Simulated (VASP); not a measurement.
**Ru: single point with LDA**

Ru:

```
Ru
1.0
     0.00000    1.87370    1.87370
     1.87370    0.00000    1.87370
     1.87370    1.87370    0.00000
Ru
1
Direct
  0.00000 0.00000 0.00000
```

```yaml
Program: VASP 6.6.1
Task: single point
Functional: LDA
Potentials_or_basis: VASP PAW LDA potentials, release 64 (Ru_pv)
Cutoff: 520 eV
k_mesh: 16 × 16 × 16
Occupations: fermi-dirac, width 0.1 eV
Spin: no spin polarisation
```

```yaml
Pressure: 0.9 GPa
Band_gap_on_the_k_mesh: zero (band 7 reaches 15.60 eV, above the bottom of band 8 at 11.78 eV)
```

Levels at points of the mesh, in eV from the Fermi level:
```tsv
k point	band 5	band 6	band 7	band 8	band 9	band 10
(0.00, 0.00, 0.00)	-2.76	-2.76	-2.76	-0.16	-0.16	10.04
(0.50, 0.00, 0.00)	-2.89	-2.89	1.03	1.82	1.82	10.02
(0.50, 0.50, 0.00)	-6.25	1.79	2.37	2.37	3.73	10.03
```

Wall time 15 s on 1 thread of Intel(R) Xeon(R) 6975P-C (Granite Rapids), with other jobs on the host, peak memory 0.13 GiB.
